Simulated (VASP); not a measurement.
# SnSe2 (C2/m) in VASP: single point with PBEsol

Aim: the single point of SnSe2 with PBEsol.

Everything below comes from runs of VASP 6.6.1. Logs are shortened: lines on timing, memory, paths and dates and some standing lists are left out, and cuts for length are marked.

## Step 1: The cell of the first run

The structure is monoclinic, space group C2/m (No. 12). The conventional cell has a = 6.813 Å, b = 3.704 Å, c = 6.146 Å, α = 90.00°, β = 90.00°, γ = 90.00°. Sn (site symmetry 2/m) has 6 Se at 2.69 to 2.77 Å within 3.5 Å. Within 3.5 Å of Se (site symmetry m) lie 3 Sn at 2.69 to 2.77 Å.

## Step 2: Single point, PBEsol (strain -0.0300 x Voigt [1, -1, 0, 0, 0, 0])

Input file INCAR:

```
PREC = Accurate
ENCUT = 520
EDIFF = 1E-7
ISMEAR = 0
SIGMA = 0.05
LREAL = F
LASPH = T
NELM = 60
ALGO = Normal
ISIF = 2
LWAVE = F
LCHARG = F
GGA = PS
NBANDS = 20
```

Input file KPOINTS:

```
Automatic mesh
0
Gamma
  12 12 6
```

Input file POSCAR:

```
SnSe2
1.0
    3.7043558560      0.0000000000      0.0000000000
   -1.8521779280      3.4065033652      0.0000000000
    0.0000000000      0.0000000000      6.1455711062
Sn Se
1 2
Direct
    0.0000000000      0.0000000000      0.0000000000
    0.3333333333      0.6666666667      0.2580716066
    0.6666666667      0.3333333333      0.7419283934
```

Potentials or basis: VASP PAW PBE potentials, release 64 (Sn_d, Se).

On the command line:

```sh
> cat potpaw_PBE.64/Sn_d/POTCAR potpaw_PBE.64/Se/POTCAR > POTCAR
> mpirun -np 1 vasp_std > vasp.out
```

OUTCAR:

```text
PREC = Accurate
   ENCUT = 520
   EDIFF = 1E-7
   ISMEAR = 0
   LREAL = F
   LASPH = T
   NELM = 60
   ISIF = 2
   GGA = PS

 ion  position               nearest neighbor table
   1  0.000  0.000  0.000-   2 2.69   3 2.69   3 2.69   2 2.69   3 2.77   2 2.77
   2  0.333  0.667  0.258-   1 2.69   1 2.69   1 2.77
   3  0.667  0.333  0.742-   1 2.69   1 2.69   1 2.77

  LATTYP: Found a base centered orthorhombic cell.
 ALAT       =     3.7043558560
 B/A-ratio  =     1.8391879709
 C/A-ratio  =     1.6590120780

  Lattice vectors:

 A1 = (   1.8521779280,  -3.4065033652,   0.0000000000)
 A2 = (   1.8521779280,   3.4065033652,   0.0000000000)
 A3 = (   0.0000000000,   0.0000000000,   6.1455711062)

Analysis of symmetry for initial positions (statically):
=====================================================================
 Subroutine PRICEL returns:
 Original cell was already a primitive cell.

 Routine SETGRP: Setting up the symmetry group for a
 base centered orthorhombic supercell.

 Subroutine GETGRP returns: Found  4 space group operations
 (whereof  4 operations were pure point group operations)
 out of a pool of  8 trial point group operations.

The static configuration has the point symmetry C_2h.

Analysis of symmetry for dynamics (positions and initial velocities):
=====================================================================
 Subroutine PRICEL returns:
 Original cell was already a primitive cell.

 Routine SETGRP: Setting up the symmetry group for a
 base centered orthorhombic supercell.

 Subroutine GETGRP returns: Found  4 space group operations
 (whereof  4 operations were pure point group operations)
 out of a pool of  8 trial point group operations.

The dynamic configuration has the point symmetry C_2h.

 Subroutine INISYM returns: Found  4 space group operations
 (whereof  4 operations are pure point group operations),
 and found     1 'primitive' translations

----------------------------------------------------------------------------------------

                                     Primitive cell

  volume of cell :      77.5504

  direct lattice vectors                    reciprocal lattice vectors
     3.704355856  0.000000000  0.000000000     0.269952466  0.146778073  0.000000000
    -1.852177928  3.406503365  0.000000000     0.000000000  0.293556146  0.000000000
     0.000000000  0.000000000  6.145571106     0.000000000  0.000000000  0.162718807

  length of vectors
     3.704355856  3.877477048  6.145571106     0.307275344  0.293556146  0.162718807

  position of ions in fractional coordinates (direct lattice)
     0.000000000  0.000000000  0.000000000
     0.333333333  0.666666667  0.258071607
     0.666666667  0.333333333  0.741928393

  ion indices of the primitive-cell ions
   primitive index   ion index
                 1           1
                 2           2
                 3           3

----------------------------------------------------------------------------------------

 KPOINTS: Automatic mesh

Automatic generation of k-mesh.
 Grid dimensions read from file:
 generate k-points for:   12   12    6

 Generating k-lattice:

  Cartesian coordinates                     Fractional coordinates (reciprocal lattice)
     0.022496039  0.012231506  0.000000000     0.083333333  0.000000000  0.000000000
     0.000000000  0.024463012  0.000000000     0.000000000  0.083333333  0.000000000
     0.000000000  0.000000000  0.027119801     0.000000000  0.000000000  0.166666667

  Length of vectors
     0.025606279  0.024463012  0.027119801

  Shift w.r.t. Gamma in fractional coordinates (k-lattice)
     0.000000000  0.000000000  0.000000000

 Subroutine IBZKPT returns following result:
 ===========================================

 Found    242 irreducible k-points:

 Following reciprocal coordinates:
            Coordinates               Weight
  0.000000  0.000000  0.000000      1.000000
  0.083333  0.000000  0.000000      4.000000
  0.166667  0.000000  0.000000      4.000000
  0.250000  0.000000  0.000000      4.000000
  0.333333  0.000000  0.000000      4.000000
  0.416667  0.000000  0.000000      4.000000
[... 16 lines left out ...]
  0.333333  0.166667  0.000000      4.000000
  0.416667  0.166667  0.000000      4.000000
 [... further k-points ...]
   k-points           NKPTS =    242   k-points in BZ     NKDIM =    242   number of bands    NBANDS=     20
   number of dos      NEDOS =    301   number of ions     NIONS =      3
   total plane-waves  NPLWV =  40320
   dimension x,y,z NGX =    28 NGY =   30 NGZ =   48
   dimension x,y,z NGXF=    56 NGYF=   60 NGZF=   96
   ions per type =               1   2
   NGX,Y,Z   is equivalent  to a cutoff of  12.57, 12.86, 12.98 a.u.
   NGXF,Y,Z  is equivalent  to a cutoff of  25.13, 25.72, 25.97 a.u.
 SYSTEM =  unknown system
   PREC   = accura    normal or accurate (medium, high low for compatibility)
   ISTART =      0    job   : 0-new  1-cont  2-samecut
   ICHARG =      2    charge: 1-file 2-atom 10-const
   ISPIN  =      1    spin polarized calculation?
   LNONCOLLINEAR =      F non collinear calculations
   LSORBIT =      F    spin-orbit coupling
   LASPH  =      T    aspherical Exc in radial PAW
   ENCUT  =  520.0 eV  38.22 Ry    6.18 a.u.   6.89  7.21 11.43*2*pi/ulx,y,z
   NELM   =     60;   NELMIN=  2; NELMDL= -5     # of ELM steps
   EDIFF  = 0.1E-06   stopping-criterion for ELM
   LREAL  =      F    real-space projection
   EDIFFG = 0.1E-05   stopping-criterion for IOM
   NSW    =      0    number of steps for IOM
   IBRION =     -1    ionic relax: 0-MD 1-quasi-New 2-CG
   NFREE  =      0    steps in history (QN), initial steepest desc. (CG)
   ISIF   =      2    stress and relaxation
   ISYM   =      2    0-nonsym 1-usesym 2-fastsym
   POTIM  = 0.5000    time-step for ionic-motion
   TEBEG  =    0.0;   TEEND  =   0.0 temperature during run
   PSTRESS=    0.0 pullay stress
   NELECT =      26.0000    total number of electrons
   NUPDOWN=      -1.0000    fix difference up-down
   EMIN   =  10.00;   EMAX   =-10.00  energy-range for DOS
   EFERMI =   0.00;   METHOD = LEGACY
   ISMEAR =     0;   SIGMA  =   0.05  broadening in eV -4-tet -1-fermi 0-gaus
   EFERMI_NEDOS =   21; number of points for ismear=-14 and -15
   IALGO  =     38    algorithm
   IMIX   =      4    mixing-type and parameters
     AMIX     =   0.40;   BMIX     =  1.00
     AMIX_MAG =   1.60;   BMIX_MAG =  1.00
  volume/ion in A,a.u.               =      25.85       174.45
  Fermi-wavevector in a.u.,A,eV,Ry     =   1.137290  2.149167 17.598175  1.293429
  Thomas-Fermi vector in A             =   2.273995
   LORBIT       =      0    0 simple, 1 ext, 2 COOP (PROOUT), +10 PAW based schemes
   GGA     = PS    functional components
   LHFCALC =     F    Hartree Fock is set to
   AEXX    =    0.0000 exact exchange contribution
   IVDW    =     0    specifies the selected vdW correction
   LEPSILON=     F    determine dielectric tensor
   LRPA    =     F    only Hartree local field effects (RPA)
 non-spin polarized calculation
 Gauss-broadening in eV      SIGMA  =   0.05
  energy-cutoff  :      520.00
  volume of cell :       77.55
 maximum number of plane-waves:      2110
   NGX = 13   NGY = 15   NGZ = 23

 number of electron      26.0000001 magnetization

 Free energy of the ion-electron system (eV)
  ---------------------------------------------------
  ext. energy  EPLUGINS =         0.00000000
  ---------------------------------------------------
  free energy    TOTEN  =       -12.94908691 eV

  energy without entropy =      -12.94908664  energy(sigma->0) =      -12.94908677

 E-fermi :   4.3247     XC(G=0):  -9.6627

 val. band max:        4.1999472005   @ k =   0.0000  -0.1667   0.1667
 cond. band min:       4.4559664574   @ k =  -0.4167   0.0000   0.3333
 fundamental gap:      0.2560192569
 Fermi energy:         4.3246537480

 k-point     1 :       0.0000    0.0000    0.0000
  band No.  band energies     occupation
      1     -17.1325      2.00000
      2     -17.1086      2.00000
      3     -17.0810      2.00000
      4     -17.0758      2.00000
      5     -17.0630      2.00000
      6      -9.8265      2.00000
[... 12 lines left out ...]
     19      12.6167      0.00000
     20      13.2305      0.00000

 k-point     2 :       0.0833    0.0000    0.0000
  band No.  band energies     occupation
      1     -17.1301      2.00000
      2     -17.1109      2.00000
      3     -17.0794      2.00000
      4     -17.0775      2.00000
      5     -17.0628      2.00000
      6      -9.7557      2.00000
[... 12 lines left out ...]
     19      12.3048      0.00000
     20      12.8716      0.00000

 k-point     3 :       0.1667    0.0000    0.0000
  band No.  band energies     occupation
      1     -17.1291      2.00000
      2     -17.1133      2.00000
      3     -17.0829      2.00000
      4     -17.0735      2.00000
      5     -17.0612      2.00000
      6      -9.5480      2.00000
[... 12 lines left out ...]
     19      12.1436      0.00000
     20      12.9910      0.00000

 k-point     4 :       0.2500    0.0000    0.0000
  band No.  band energies     occupation
      1     -17.1409      2.00000
      2     -17.1075      2.00000
      3     -17.0888      2.00000
      4     -17.0659      2.00000
      5     -17.0560      2.00000
      6      -9.2195      2.00000
[... 12 lines left out ...]
     19      12.1524      0.00000
     20      13.3869      0.00000

 k-point     5 :       0.3333    0.0000    0.0000
  band No.  band energies     occupation
      1     -17.1560      2.00000
      2     -17.1027      2.00000
      3     -17.0937      2.00000
      4     -17.0586      2.00000
      5     -17.0472      2.00000
      6      -8.8073      2.00000
[... 12 lines left out ...]
     19      12.8667      0.00000
     20      13.7613      0.00000
[... 353 lines left out ...]
      6      -9.0828      2.00000
[... 12 lines left out ...]
     19      11.0265      0.00000
     20      14.1148      0.00000

 k-point    22 :       0.2500    0.1667    0.0000
  band No.  band energies     occupation
      1     -17.1497      2.00000
      2     -17.1112      2.00000
      3     -17.0858      2.00000
      4     -17.0603      2.00000
      5     -17.0523      2.00000
      6      -8.6938      2.00000
[... 12 lines left out ...]
     19      11.8410      0.00000
     20      14.1128      0.00000

 k-point    23 :       0.3333    0.1667    0.0000
  band No.  band energies     occupation
      1     -17.1560      2.00000
      2     -17.1121      2.00000
      3     -17.0899      2.00000
      4     -17.0516      2.00000
      5     -17.0489      2.00000
      6      -8.2930      2.00000
[... 12 lines left out ...]
     19      13.0515      0.00000
     20      14.1769      0.00000

 k-point    24 :       0.4167    0.1667    0.0000
  band No.  band energies     occupation
      1     -17.1609      2.00000
      2     -17.1107      2.00000
      3     -17.0926      2.00000
      4     -17.0532      2.00000
      5     -17.0404      2.00000
      6      -8.0542      2.00000
[... 12 lines left out ...]
     19      13.2585      0.00000
     20      14.2924      0.00000

 [... further k-points ...]
[... 5 lines left out ...]
  --------------------------------------------------------------------------------------
  -------------------------------------------------------------------------------------
  Total        1.3486339     -1.0166580      0.0862942      0.0000000     -0.1512436      0.0000000
  in kB       27.8625509    -21.0039845      1.7828239      0.0000000     -3.1246668      0.0000000
  external PRESSURE =       2.8804634 kB  Pullay stress =       0.0000000 kB

 VOLUME and BASIS-vectors are now :
 -----------------------------------------------------------------------------
  energy-cutoff  :      520.00
  volume of cell :       77.55
      direct lattice vectors                 reciprocal lattice vectors
     3.704355856  0.000000000  0.000000000     0.269952466  0.146778073  0.000000000
    -1.852177928  3.406503365  0.000000000     0.000000000  0.293556146  0.000000000
     0.000000000  0.000000000  6.145571106     0.000000000  0.000000000  0.162718807

 POSITION                                       TOTAL-FORCE (eV/Angst)
 -----------------------------------------------------------------------------------
      0.00000      0.00000      0.00000         0.000000      0.000000      0.000000
     -0.00000      2.27100      1.58600         0.000000     -0.050955      0.030205
      1.85218      1.13550      4.55957        -0.000000      0.050955     -0.030205
 -----------------------------------------------------------------------------------
    total drift:                                0.000000      0.000000      0.000000

  FREE ENERGIE OF THE ION-ELECTRON SYSTEM (eV)
  ---------------------------------------------------
  free  energy   TOTEN  =       -12.9490869086 eV

  energy  without entropy=      -12.9490866380  energy(sigma->0) =      -12.94908677
```

Wall time 2.8 min (1 thread of Intel Xeon 6975P-C (Granite Rapids), shared host); peak memory 0.46 GiB.

What came out:

| Item | Value |
| --- | --- |
| Free energy | -12.9491 eV |
| Pressure | 0.3 GPa |
| Largest force | 0.059 eV/Å |
| Band gap on the k mesh | 0.26 eV, indirect (least direct gap 0.96 eV) |

Forces in eV/Å, atoms in the order of the input:
```
Sn   0.000  0.000  0.000
Se   0.000 -0.051  0.030
Se   0.000  0.051 -0.030
```

Levels at points of the mesh, in eV from the valence-band top:
```tsv
k point	band 11	band 12	band 13	band 14	band 15	band 16
(0.00, 0.00, 0.00)	-0.58	-0.32	-0.23	0.73	2.67	4.30
(0.50, 0.00, 0.00)	-2.77	-1.57	-0.55	0.79	3.24	4.79
(0.00, 0.50, 0.00)	-2.31	-1.66	-0.16	1.36	3.86	5.11
(0.00, 0.00, 0.50)	-0.71	-0.48	-0.12	2.32	2.55	4.01
(0.50, 0.00, 0.50)	-2.12	-1.13	-1.03	0.43	3.75	4.36
(0.00, 0.50, 0.50)	-2.10	-1.01	-0.61	0.62	3.84	4.65
```

Caveat: the cell differs from its parent crystal (strain -0.0300 x Voigt [1, -1, 0, 0, 0, 0]); the PAW data sets were made with another functional, which shifts forces and pressure a little; spin-orbit coupling is left out, which moves the levels of the heavy elements; this functional lacks dispersion, which binds the layers, so the pressure and a relaxed spacing across them are unreliable. A k mesh can miss the band edges.
